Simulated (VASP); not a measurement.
Here is a VASP 6.6.1 calculation.

INCAR

```
PREC = Accurate ; ENCUT = 520
EDIFF = 1E-6 ; ISMEAR = 0
SIGMA = 0.1 ; LREAL = False
LASPH = True ; NELM = 100
ALGO = Fast ; ISIF = 2
LWAVE = False ; LCHARG = True
LDIPOL = True ; IDIPOL = 3
DIPOL = 0.5 0.5 0.500 ; GGA = PE
LELF = True ; LVHAR = True
LVACPOTAV = True ; NBANDS = 48
```

Contents of KPOINTS:

```
regular mesh
0
Gamma
  14 14 1
```

POSCAR

```
V
1.0
    2.5954952606      0.0000000000      0.0000000000
   -0.8651650869      2.4470563990      0.0000000000
    0.0000000000      0.0000000000     25.5960650303
V
6
Direct
    0.5000000000      0.5000000000      0.2930137891
    0.0000000000      0.0000000000      0.3758082734
    0.5000000000      0.5000000000      0.4586027578
    0.0000000000      0.0000000000      0.5413972422
    0.5000000000      0.5000000000      0.6241917266
    0.0000000000      0.0000000000      0.7069862109
```

Potentials or basis: VASP PAW PBE potentials, release 64 (V_sv).

Run with:

```bash
$ cat potpaw_PBE.64/V_sv/POTCAR > POTCAR
$ mpirun -np 1 vasp_std > vasp.out
```

Q: What does it give for the largest force?

A: 0.417 eV/Å.

Q: Predict the band gap on the k mesh.

A: Zero (bands 39 and 40 overlap by 1.70 eV).

Forces on the atoms (eV/Å):
```
V    0.000  0.000  0.417
V    0.000  0.000 -0.331
V    0.000  0.000 -0.068
V    0.000  0.000  0.068
V    0.000  0.000  0.331
V    0.000  0.000 -0.417
```
